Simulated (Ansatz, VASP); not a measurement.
**InP: VASP beside Ansatz**

```
CELL_PARAMETERS angstrom
0.00000 3.02086 2.90003
3.02086 0.00000 2.90003
3.02086 3.02086 0.00000
ATOMIC_POSITIONS crystal
In 0.00000 0.00000 0.00000
P 0.75000 0.75000 0.75000
```

Alike in both runs: task single point; functional PBE; k mesh 12 × 12 × 12; occupations gaussian, width 0.05 eV; no spin polarisation.

|  | VASP | Ansatz |
| --- | --- | --- |
| version | VASP 6.6.1 | Ansatz 0.2.0 |
| potentials or method | VASP PAW PBE potentials, release 64 (In_d, P), cutoff 520 eV | scalar-relativistic, plane waves, PAW |
| valence electrons in the cell | 18 | 18 |

|  | VASP | Ansatz | Ansatz less VASP |
| --- | --- | --- | --- |
| gap on the k mesh at the Fermi level (eV) | 0.32 | 0.32 | +0.003 |
| least direct gap on the mesh (eV) | 0.32 | 0.32 | +0.003 |
| pressure (GPa) | -0.1 | -0.1 | +0.04 |
| traceless stress, the component that is largest in VASP (GPa) | 1.03 | 1.03 | 0.000 |

The functional is the same, so the differences come from potentials, cutoffs and numerics.
